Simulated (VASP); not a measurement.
C: single point with PBEsol

Crystal: C.

```xyz
4
Lattice="2.4981 0.0000 0.0000 -1.2491 2.1634 0.0000 0.0000 0.0000 4.2230" Properties=species:S:1:pos:R:3 pbc="T T T"
C     0.0000    1.4423   -0.0011
C     1.2491    0.7211    2.1104
C     0.0000    1.4423    1.5805
C     1.2491    0.7211    3.6920
```

This cell differs from its parent crystal: strained cell.

| Property | Result |
| --- | --- |
| Program | VASP 6.6.1 |
| Task | single point |
| Functional | PBEsol |
| Potentials or basis | VASP PAW PBE potentials, release 64 (C) |
| Cutoff | 520 eV |
| k mesh | 9 × 9 × 6 |
| Occupations | gaussian, width 0.02 eV |
| Spin | no spin polarisation |

The pressure is -5.2 GPa. The largest force is 0.013 eV/Å. The band gap on the k mesh is 3.09 eV (least direct gap 4.85 eV).

Forces in eV/Å, atoms in the order of the input:
```
C    0.000  0.000  0.013
C    0.000  0.000  0.013
C    0.000  0.000 -0.013
C    0.000  0.000 -0.013
```

Stress tensor (GPa, compression positive):
```
  1.23   0.00   0.00
  0.00   1.23   0.00
  0.00   0.00 -17.99
```

Levels at points of the mesh, in eV from the valence-band top:
```csv
k point,band 6,band 7,band 8,band 9,band 10,band 11
"(0.00, 0.00, 0.00)",-0.48,0.00,0.00,4.85,5.10,5.10
"(0.00, 0.00, 0.50)",-1.74,-1.74,-1.74,7.28,7.28,7.28
```

Run time: 23 s on 1 thread of Intel Xeon 8259CL, on a shared host, peak memory 0.13 GiB.

Caveat: the cell differs from its parent crystal (strained cell); the cell stands under tension; the PAW data sets were made with another functional, which shifts forces and pressure a little; an odd mesh through Γ misses points on the zone boundary, where band edges can lie.
